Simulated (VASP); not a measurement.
A run of VASP 6.6.1 is set up as follows.

File INCAR:

```
PREC = Accurate
ENCUT = 520
EDIFF = 1E-6
ISMEAR = 0
SIGMA = 0.03
LREAL = False
LASPH = True
NELM = 80
ALGO = Normal
ISIF = 2
LWAVE = False
LCHARG = False
LMAXMIX = 4
LDIPOL = True
IDIPOL = 3
DIPOL = 0.5 0.5 0.500
GGA = PE
IVDW = 12
NBANDS = 46
LVHAR = True
LVACPOTAV = True
KPAR = 4
```

Contents of KPOINTS:

```
regular mesh
0
Gamma
  6 6 1
```

Contents of POSCAR:

```
TiSe2                                   
1.0
    3.4779003157      0.0000000000      0.0000000000
   -1.7389501579      3.0119500274      0.0000000000
    0.0000000000      0.0000000000     33.0724416000
  Se              Ti            
     6     3
Direct
     0.6666666699999979    0.3333333300000021    0.2735084984591098
     0.3333333300000021    0.6666666699999979    0.3681554178681544
     0.6666666699999979    0.3333333300000021    0.4528888573112549
     0.3333333300000021    0.6666666699999979    0.5471111426887449
     0.6666666699999979    0.3333333300000021    0.6318445821318457
     0.3333333300000021    0.6666666699999979    0.7264915015408903
     1.0000000000000000    1.0000000000000000    0.3211478460619794
     1.0000000000000000    0.0000000000000000    0.5000000000000000
     1.0000000000000000    0.0000000000000000    0.6788521539380206
```

KPOINTS_OPT

```
explicit points
3
Reciprocal
 0.0000000000  0.0000000000  0.0000000000 1
 0.5000000000  0.0000000000  0.0000000000 1
 0.3333333300  0.3333333300  0.0000000000 1
```

Potentials or basis: VASP PAW PBE potentials, release 64 (Se, Ti_sv).

Command:

```sh
$ cat potpaw_PBE.64/Se/POTCAR potpaw_PBE.64/Ti_sv/POTCAR > POTCAR
$ mpirun -np 4 vasp_std > vasp.out
```

(1) Estimate the band gap along the path.

(2) Predict the largest force.

(3) What does it give for the dispersion energy per atom?

Answers

(1) zero within the smearing.

(2) 0.034 eV/Å.

(3) -0.398 eV.
